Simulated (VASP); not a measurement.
# Au (Fm-3m) in VASP: further runs

Aim: see how the results for Au move with the level of theory and the settings. Levels: LDA, PBE. Tasks: single point.

Everything below comes from runs of VASP 6.6.1. Logs are shortened: lines on timing, memory, paths and dates and some standing lists are left out, and cuts for length are marked.

**1. The cell of the first run**

Symmetry: Fm-3m, No. 225, cubic system. The conventional cell has a = 4.150 Å, b = 4.150 Å, c = 4.150 Å, α = 90.00°, β = 90.00°, γ = 90.00°. Within 3.9 Å of Au (site symmetry m-3m) lie 12 Au at 2.93 Å.

**2. Single point, LDA, non-collinear spin, zero start, spin-orbit coupling**

Contents of INCAR:

```
SYSTEM = Au
ALGO = Normal
EDIFF = 1E-6
ENCUT = 520
GGA = CA
GGA_COMPAT = .FALSE.
ISIF = 2
ISMEAR = -1
LASPH = .TRUE.
LCHARG = .FALSE.
LMAXMIX = 4
LORBIT = 11
LORBMOM = .TRUE.
LREAL = .FALSE.
LSORBIT = .TRUE.
LWAVE = .FALSE.
MAGMOM = 0 0 0
NBANDS = 22
NELM = 150
PREC = Accurate
SIGMA = 0.05
```

Contents of KPOINTS:

```
k-points
0
G
  11 11 11
  0 0 0
```

Contents of POSCAR:

```
Au
1.0
    0.0000000000      2.0749120936      2.0749120936
    2.0749120936      0.0000000000      2.0749120936
    2.0749120936      2.0749120936      0.0000000000
Au
1
Direct
    0.0000000000      0.0000000000      0.0000000000
```

Potentials or basis: VASP PAW LDA potentials, release 64 (Au).

Command:

```bash
$ cat potpaw_LDA.64/Au/POTCAR > POTCAR
$ mpirun -np 1 vasp_ncl > vasp.out
```

OUTCAR:

```text
SYSTEM = Au
   EDIFF = 1E-6
   ENCUT = 520
   GGA = CA
   ISIF = 2
   ISMEAR = -1
   LASPH = .TRUE.
   LORBIT = 11
   LREAL = .FALSE.
   LSORBIT = .TRUE.
   NELM = 150
   PREC = Accurate

 ion  position               nearest neighbor table
   1  0.000  0.000  0.000-

  LATTYP: Found a face centered cubic cell.
 ALAT       =     4.1498241872

  Lattice vectors:

 A1 = (   0.0000000000,   2.0749120936,   2.0749120936)
 A2 = (   2.0749120936,   0.0000000000,   2.0749120936)
 A3 = (   2.0749120936,   2.0749120936,   0.0000000000)

Analysis of symmetry for initial positions (statically):
=====================================================================
 Subroutine PRICEL returns:
 Original cell was already a primitive cell.

 Routine SETGRP: Setting up the symmetry group for a
 face centered cubic supercell.

 Subroutine GETGRP returns: Found 48 space group operations
[... 9 lines left out ...]

 Routine SETGRP: Setting up the symmetry group for a
 face centered cubic supercell.

 Subroutine GETGRP returns: Found 48 space group operations
 (whereof 48 operations were pure point group operations)
 out of a pool of 48 trial point group operations.

The dynamic configuration has the point symmetry O_h .

Analysis of structural, dynamic, and magnetic symmetry:
=====================================================================
 Subroutine PRICEL returns:
 Original cell was already a primitive cell.

 Routine SETGRP: Setting up the symmetry group for a
 face centered cubic supercell.

 Subroutine GETGRP returns: Found 48 space group operations
 (whereof 48 operations were pure point group operations)
 out of a pool of 48 trial point group operations.

The overall configuration has the point symmetry O_h .

 Subroutine INISYM returns: Found 48 space group operations
[... 5 lines left out ...]
                                     Primitive cell

  volume of cell :      17.8661

  direct lattice vectors                    reciprocal lattice vectors
     0.000000000  2.074912094  2.074912094    -0.240974064  0.240974064  0.240974064
     2.074912094  0.000000000  2.074912094     0.240974064 -0.240974064  0.240974064
     2.074912094  2.074912094  0.000000000     0.240974064  0.240974064 -0.240974064

  length of vectors
     2.934368824  2.934368824  2.934368824     0.417379322  0.417379322  0.417379322

  position of ions in fractional coordinates (direct lattice)
     0.000000000  0.000000000  0.000000000

  ion indices of the primitive-cell ions
   primitive index   ion index
                 1           1

----------------------------------------------------------------------------------------

 KPOINTS: k-points

Automatic generation of k-mesh.
 Grid dimensions read from file:
 generate k-points for:   11   11   11

 Generating k-lattice:

  Cartesian coordinates                     Fractional coordinates (reciprocal lattice)
    -0.021906733  0.021906733  0.021906733     0.090909091  0.000000000  0.000000000
     0.021906733 -0.021906733  0.021906733     0.000000000  0.090909091  0.000000000
     0.021906733  0.021906733 -0.021906733     0.000000000  0.000000000  0.090909091

  Length of vectors
     0.037943575  0.037943575  0.037943575

  Shift w.r.t. Gamma in fractional coordinates (k-lattice)
     0.000000000  0.000000000  0.000000000

 Subroutine IBZKPT returns following result:
 ===========================================

 Found     56 irreducible k-points:

 Following reciprocal coordinates:
            Coordinates               Weight
  0.000000  0.000000  0.000000      1.000000
  0.090909  0.000000  0.000000      8.000000
  0.181818  0.000000  0.000000      8.000000
  0.272727  0.000000  0.000000      8.000000
  0.363636  0.000000  0.000000      8.000000
  0.454545  0.000000  0.000000      8.000000
[... 16 lines left out ...]
 -0.272727  0.181818  0.000000     24.000000
 -0.181818  0.181818  0.000000     12.000000
 [... further k-points ...]
   k-points           NKPTS =     56   k-points in BZ     NKDIM =     56   number of bands    NBANDS=     22
   number of dos      NEDOS =    301   number of ions     NIONS =      1
   total plane-waves  NPLWV =  13824
   dimension x,y,z NGX =    24 NGY =   24 NGZ =   24
   dimension x,y,z NGXF=    48 NGYF=   48 NGZF=   48
   ions per type =               1
   NGX,Y,Z   is equivalent  to a cutoff of  13.60, 13.60, 13.60 a.u.
   NGXF,Y,Z  is equivalent  to a cutoff of  27.19, 27.19, 27.19 a.u.
 SYSTEM =  Au
   PREC   = accura    normal or accurate (medium, high low for compatibility)
   ISTART =      0    job   : 0-new  1-cont  2-samecut
   ICHARG =      2    charge: 1-file 2-atom 10-const
   ISPIN  =      1    spin polarized calculation?
   LNONCOLLINEAR =      T non collinear calculations
   LSORBIT =      T    spin-orbit coupling
   LASPH  =      T    aspherical Exc in radial PAW
   ENCUT  =  520.0 eV  38.22 Ry    6.18 a.u.   5.46  5.46  5.46*2*pi/ulx,y,z
   NELM   =    150;   NELMIN=  2; NELMDL= -5     # of ELM steps
   EDIFF  = 0.1E-05   stopping-criterion for ELM
   LREAL  =      F    real-space projection
   EDIFFG = 0.1E-04   stopping-criterion for IOM
   NSW    =      0    number of steps for IOM
   IBRION =     -1    ionic relax: 0-MD 1-quasi-New 2-CG
   NFREE  =      0    steps in history (QN), initial steepest desc. (CG)
   ISIF   =      2    stress and relaxation
   ISYM   =      2    0-nonsym 1-usesym 2-fastsym
   POTIM  = 0.5000    time-step for ionic-motion
   TEBEG  =    0.0;   TEEND  =   0.0 temperature during run
   PSTRESS=    0.0 pullay stress
   NELECT =      11.0000    total number of electrons
   NUPDOWN=      -1.0000    fix difference up-down
   EMIN   =  10.00;   EMAX   =-10.00  energy-range for DOS
[... 5 lines left out ...]
     AMIX     =   0.40;   BMIX     =  1.00
     AMIX_MAG =   1.60;   BMIX_MAG =  1.00
  volume/ion in A,a.u.               =      17.87       120.57
  Fermi-wavevector in a.u.,A,eV,Ry     =   1.392716  2.631852 26.390663  1.939659
  Thomas-Fermi vector in A             =   2.516432
   LORBIT       =     11    0 simple, 1 ext, 2 COOP (PROOUT), +10 PAW based schemes
   GGA     = CA    functional components
   LHFCALC =     F    Hartree Fock is set to
   AEXX    =    0.0000 exact exchange contribution
   IVDW    =     0    specifies the selected vdW correction
   LEPSILON=     F    determine dielectric tensor
   LRPA    =     F    only Hartree local field effects (RPA)
  energy-cutoff  :      520.00
  volume of cell :       17.87
 maximum number of plane-waves:      1062
 NGX is ok and might be reduce to    24
   NGX = 11   NGY = 11   NGZ = 11

 number of electron      11.0000000 magnetization       0.0000000      0.0000000      0.0000000

 number of electron      11.0000001 magnetization      -0.0000000     -0.0000000     -0.0000000

 number of electron      11.0000002 magnetization      -0.0000000      0.0000000      0.0000000

 number of electron      11.0000002 magnetization       0.0000000     -0.0000000     -0.0000000

 Free energy of the ion-electron system (eV)
  ---------------------------------------------------
  ext. energy  EPLUGINS =         0.00000000
  ---------------------------------------------------
  free energy    TOTEN  =        -4.69750844 eV

  energy without entropy =       -4.69595282  energy(sigma->0) =       -4.69673063

 E-fermi :   8.5709     XC(G=0): -12.7176

 val. band max:        8.4355158766   @ k =   0.4545   0.3636   0.0000
 cond. band min:       8.6647017740   @ k =  -0.4545   0.0909   0.0000
 fundamental gap:      0.2291858974
 Fermi energy:         8.5708638667

 k-point     1 :       0.0000    0.0000    0.0000
  band No.  band energies     occupation
      1      -0.9202      1.00000
      2      -0.9202      1.00000
      3       3.3950      1.00000
      4       3.3950      1.00000
      5       3.3950      1.00000
      6       3.3950      1.00000
[... 14 lines left out ...]
     21      31.6224      0.00000
     22      31.6224      0.00000
[... 552 lines left out ...]
  band No.  band energies     occupation
      1       1.5208      1.00000
      2       1.5208      1.00000
      3       3.1716      1.00000
      4       3.1716      1.00000
      5       3.6500      1.00000
      6       3.6500      1.00000
[... 14 lines left out ...]
     21      29.6893      0.00000
     22      29.6893      0.00000

 [... further k-points ...]

------------------------ aborting loop because EDIFF is reached ----------------------------------------

  FORCE on cell =-STRESS in cart. coord.  units (eV):
  Direction    XX          YY          ZZ          XY          YZ          ZX
  --------------------------------------------------------------------------------------
  -------------------------------------------------------------------------------------
  Total       -1.3863583     -1.3863583     -1.3863583      0.0000000      0.0000000     -0.0000000
  in kB     -124.3245731   -124.3245731   -124.3245731      0.0000000      0.0000000     -0.0000000
  external PRESSURE =    -124.3245731 kB  Pullay stress =       0.0000000 kB

 VOLUME and BASIS-vectors are now :
 -----------------------------------------------------------------------------
  energy-cutoff  :      520.00
  volume of cell :       17.87
      direct lattice vectors                 reciprocal lattice vectors
     0.000000000  2.074912094  2.074912094    -0.240974064  0.240974064  0.240974064
     2.074912094  0.000000000  2.074912094     0.240974064 -0.240974064  0.240974064
     2.074912094  2.074912094  0.000000000     0.240974064  0.240974064 -0.240974064

 POSITION                                       TOTAL-FORCE (eV/Angst)
 -----------------------------------------------------------------------------------
      0.00000      0.00000      0.00000         0.000000      0.000000      0.000000
 -----------------------------------------------------------------------------------
    total drift:                                0.000000     -0.000000     -0.000000

  FREE ENERGIE OF THE ION-ELECTRON SYSTEM (eV)
  ---------------------------------------------------
  free  energy   TOTEN  =        -4.6975084442 eV

  energy  without entropy=       -4.6959528168  energy(sigma->0) =       -4.69673063

 orbital moment (x)

 # of ion     p       d       tot
 ----------------------------------------
  1         0.000   0.000   0.000
 ----------------------------------------
            0.000   0.000   0.000

 orbital moment (y)

 # of ion     p       d       tot
 ----------------------------------------
  1         0.000   0.000   0.000
 ----------------------------------------
            0.000   0.000   0.000

 orbital moment (z)

 # of ion     p       d       tot
 ----------------------------------------
  1         0.000   0.000   0.000
 ----------------------------------------
            0.000   0.000   0.000

 Spin-Orbit-Coupling matrix elements

 Ion:    1  E_soc:     -0.5841294
 l=   1
     0.0000000    -0.0250852    -0.0250852
    -0.0250852     0.0000000    -0.0250852
    -0.0250852    -0.0250852     0.0000000
 l=   2
     0.0000000    -0.0156256     0.0000000    -0.0156256    -0.0566442
    -0.0156256     0.0000000    -0.0424831    -0.0156256    -0.0141610
     0.0000000    -0.0424831     0.0000000    -0.0424831     0.0000000
    -0.0156256    -0.0156256    -0.0424831     0.0000000    -0.0141610
    -0.0566442    -0.0141610     0.0000000    -0.0141610     0.0000000
 l=   3
     0.0000000     0.0000000     0.0000000     0.0000000     0.0000000     0.0000000     0.0000000
     0.0000000     0.0000000     0.0000000     0.0000000     0.0000000     0.0000000     0.0000000
     0.0000000     0.0000000     0.0000000     0.0000000     0.0000000     0.0000000     0.0000000
     0.0000000     0.0000000     0.0000000     0.0000000     0.0000000     0.0000000     0.0000000
     0.0000000     0.0000000     0.0000000     0.0000000     0.0000000     0.0000000     0.0000000
     0.0000000     0.0000000     0.0000000     0.0000000     0.0000000     0.0000000     0.0000000
     0.0000000     0.0000000     0.0000000     0.0000000     0.0000000     0.0000000     0.0000000

 total charge

# of ion       s       p       d       tot
------------------------------------------
    1        0.528   0.337   8.726   9.592

 magnetization (x)

# of ion       s       p       d       tot
------------------------------------------
    1        0.000   0.000   0.000   0.000

 magnetization (y)

# of ion       s       p       d       tot
------------------------------------------
    1       -0.000  -0.000   0.000  -0.000

 magnetization (z)

# of ion       s       p       d       tot
------------------------------------------
    1       -0.000  -0.000  -0.000  -0.000
```

Run time: 26 s. Hardware: 1 thread of Intel Xeon Platinum 8488C (Sapphire Rapids), shared host; peak memory 0.19 GiB.

Results:

```
Free energy                                           : -4.6975 eV
Pressure                                              : -12.4 GPa
Net moment                                            : 0.00 μB per cell
Valence electrons inside the program's atomic spheres : Au 9.59
```

Moments on the atoms (μB; x, y, z):
```
Au  0.00 0.00 0.00
```

**3. Single point, PBE**

This run uses another cell than the first one, of 16.85 Å³/atom, 0.943 times its volume.

Contents of INCAR:

```
PREC = Accurate
ENCUT = 520
EDIFF = 1E-6
ISMEAR = -1
SIGMA = 0.06
LREAL = False
LASPH = True
NELM = 60
ALGO = Normal
ISIF = 2
LWAVE = False
LCHARG = False
GGA = PE
NBANDS = 12
```

Contents of KPOINTS:

```
regular mesh
0
Gamma
  6 6 6
```

Contents of POSCAR:

```
Au
1.0
    0.0000000000      2.0350000000      2.0350000000
    2.0350000000      0.0000000000      2.0350000000
    2.0350000000      2.0350000000      0.0000000000
Au
1
Direct
    0.0000000000      0.0000000000      0.0000000000
```

Potentials or basis: VASP PAW PBE potentials, release 64 (Au).

Command:

```bash
$ cat potpaw_PBE.64/Au/POTCAR > POTCAR
$ mpirun -np 1 vasp_std > vasp.out
```

It took 3.4 s on 1 thread of Intel Xeon 6975P-C (Granite Rapids), shared host; peak memory 0.13 GiB.

The run converged. Its results:

- Free energy: -3.1181 eV
- Pressure: 11.9 GPa

Levels at points of the mesh, in eV from the Fermi level:
| k point | band 4 | band 5 | band 6 | band 7 | band 8 | band 9 |
| --- | --- | --- | --- | --- | --- | --- |
| (0.00, 0.00, 0.00) | -4.70 | -3.15 | -3.15 | 14.56 | 18.62 | 18.62 |
| (0.50, 0.00, 0.00) | -1.93 | -1.93 | -0.96 | 3.18 | 14.01 | 17.27 |
| (0.50, 0.50, 0.00) | -1.60 | -1.60 | 1.04 | 5.92 | 10.09 | 10.09 |

Caveat: the k points lie up to 0.45 Å⁻¹ apart; spin-orbit coupling is left out, which moves the levels of the heavy elements.
